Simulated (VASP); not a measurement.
MgAlC4N4: single point with PBE

MgAlC4N4:

```xyz
10
Lattice="5.9829 0.0000 0.0000 0.0000 5.9829 0.0000 0.0000 0.0000 5.9829" Properties=species:S:1:pos:R:3 pbc="T T T"
Mg    2.9914    2.9914    2.9914
Al    0.0000    0.0000    0.0000
C     1.1359    1.1359    1.1359
C     1.1359    4.8470    4.8470
C     4.8470    1.1359    4.8470
C     4.8470    4.8470    1.1359
N     1.8128    1.8128    1.8128
N     1.8128    4.1701    4.1701
N     4.1701    1.8128    4.1701
N     4.1701    4.1701    1.8128
```

```
Program             : VASP 6.6.1
Task                : single point
Functional          : PBE
Potentials or basis : VASP PAW PBE potentials, release 64 (Mg, Al, C, N)
Cutoff              : 520 eV
k mesh              : 4 × 4 × 4
Occupations         : gaussian, width 0.1 eV
Spin                : collinear spin, ferromagnetic start
Starting moments    : [0.0, 0.0, 1.0, 1.0, 1.0, 1.0, 1.0, 1.0, 1.0, 1.0] μB
```

```json
{"Pressure": "0.4 GPa", "Largest force": "0.396 eV/Å", "Net moment": "0.85 μB per cell", "Site moments": "Mg +0.01; Al +0.02; C +0.04; N +0.04 μB", "Valence electrons inside the program's atomic spheres": "Mg 0.37; Al 0.79; C 2.62; N 3.89"}
```

Forces in eV/Å, atoms in the order of the input:
```
Mg   0.000  0.000  0.000
Al   0.000  0.000  0.000
C   -0.222 -0.222 -0.222
C   -0.222  0.222  0.222
C    0.222 -0.222  0.222
C    0.222  0.222 -0.222
N    0.229  0.229  0.229
N    0.229 -0.229 -0.229
N   -0.229  0.229 -0.229
N   -0.229 -0.229  0.229
```

Levels at points of the mesh, in eV from the Fermi level:
Spin up:
```csv
k point,band 17,band 18,band 19,band 20,band 21,band 22,band 23,band 24
"(0.00, 0.00, 0.00)",-6.30,-6.21,-6.21,-6.21,-0.25,-0.25,-0.25,0.53
"(0.50, 0.00, 0.00)",-6.28,-6.28,-6.15,-6.15,0.05,0.05,0.05,0.44
"(0.50, 0.50, 0.00)",-6.24,-6.23,-6.22,-6.22,0.07,0.38,0.39,0.39
"(0.50, 0.50, 0.50)",-6.36,-6.09,-6.09,-6.09,0.26,0.26,0.26,0.58
```
Spin down:
```tsv
k point	band 16	band 17	band 18	band 19	band 20	band 21	band 22	band 23	band 24	band 25
(0.00, 0.00, 0.00)	-6.20	-6.20	-6.11	-6.11	-6.11	-0.04	-0.04	-0.04	0.69	0.69
(0.50, 0.00, 0.00)	-6.29	-6.17	-6.17	-6.05	-6.05	0.26	0.27	0.27	0.61	1.11
(0.50, 0.50, 0.00)	-6.23	-6.14	-6.13	-6.12	-6.12	0.30	0.54	0.61	0.61	1.22
(0.50, 0.50, 0.50)	-6.25	-6.25	-5.99	-5.99	-5.99	0.47	0.47	0.47	0.75	0.75
```

Wall time 5.3 min on 1 thread of Intel Xeon 8259CL, with other jobs on the host, peak memory 0.48 GiB.
